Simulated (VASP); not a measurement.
Here is a VASP 6.6.1 calculation.

INCAR

```
PREC = Accurate ; ENCUT = 520
EDIFF = 1E-7 ; ISMEAR = -1
SIGMA = 0.05 ; LREAL = F
LASPH = T ; NELM = 60
ALGO = Normal ; ISIF = 2
LWAVE = F ; LCHARG = T
LELF = T ; LVHAR = T
NBANDS = 20
```

KPOINTS

```
regular mesh
0
Gamma
  10 10 6
```

POSCAR

```
Ta2N
1.0
    3.1739135059      0.0000000000      0.0000000000
   -1.5869567530      2.7486897255      0.0000000000
    0.0000000000      0.0000000000      4.9653523268
Ta N
2 1
Direct
    0.3333333333      0.6666666667      0.2547110000
    0.6666666667      0.3333333333      0.7452890000
    0.0000000000      0.0000000000      0.0000000000
```

Potentials or basis: VASP PAW LDA potentials, release 64 (Ta_pv, N).

Launch:

```sh
$ cat potpaw_LDA.64/Ta_pv/POTCAR potpaw_LDA.64/N/POTCAR > POTCAR
$ mpirun -np 1 vasp_std > vasp.out
```

**Question.** Estimate the largest force.

**Answer.** 0.691 eV/Å.

**Question.** Predict the pressure.

**Answer.** -26.3 GPa.

Stress tensor (GPa, compression positive):
```
-26.25   0.00   0.00
  0.00 -26.25   0.00
  0.00   0.00 -26.48
```
